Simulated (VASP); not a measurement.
Crystal: Ge.

```xyz
2
Lattice="-2.5745 2.5745 1.3974 2.5745 -2.5745 1.3974 2.5745 2.5745 -1.3974" Properties=species:S:1:pos:R:3 pbc="T T T"
Ge    0.0000    0.0000    1.3974
Ge    2.5745    0.0000    0.6987
```

Base run:

| Quantity | Value |
| --- | --- |
| Program | VASP 6.6.1 |
| Functional | BLYP |
| Potentials or basis | VASP PAW PBE potentials, release 64 (Ge_d) |
| Cutoff | 520 eV |
| k mesh | 11 × 11 × 11 |
| Occupations | fermi-dirac, width 0.05 eV |
| Spin | no spin polarisation |

Its results: band gap on the k mesh zero (bands 14 and 15 overlap by 4.51 eV); pressure 9.7 GPa.

Q: The run is repeated on the same cell with these changes: functional from BLYP to r2SCAN. What comes out?

A: Band gap on the k mesh zero (bands 14 and 15 overlap by 4.93 eV); pressure 0.4 GPa.

Caveats: the PAW data sets were made with another functional, which shifts forces and pressure a little; the cell stands under pressure (at least some runs).
